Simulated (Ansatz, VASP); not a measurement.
Si4B in VASP and in Ansatz

```xyz
5
Lattice="3.6835 0.0000 0.0000 0.0000 3.6835 0.0000 0.0000 0.0000 5.5587" Properties=species:S:1:pos:R:3 pbc="T T T"
Si    0.0000    0.0000    3.9006
Si    0.0000    0.0000    1.6580
Si    1.8418    0.0000    0.0000
Si    0.0000    1.8418    0.0000
B     1.8418    1.8418    2.7793
```

Alike in both runs: functional PBE; k mesh 4 × 4 × 4; occupations gaussian, width 0.2 eV; no spin polarisation.

Ansatz relaxed the structure, and its values are those at the end. VASP's run is a single point on that final structure, the one shown.

|  | VASP | Ansatz |
| --- | --- | --- |
| version | VASP 6.6.1 | Ansatz 0.2.0 |
| potentials or method | VASP PAW PBE potentials, release 64 (Si, B), cutoff 500 eV | scalar-relativistic, plane waves, PAW |
| valence electrons in the cell | 19 | 19 |

```tsv
	VASP	Ansatz	Ansatz less VASP
gap on the k mesh at the Fermi level (eV)	none	none	-
pressure (GPa)	-0.3	-0.3	+0.08
rms of the force components (eV/Å)	0.015	0.013	-0.0026
```

A gap of «none» marks a metal or a gap that the smearing closes.

The k mesh is coarse, so the values compare programs but aren't converged.
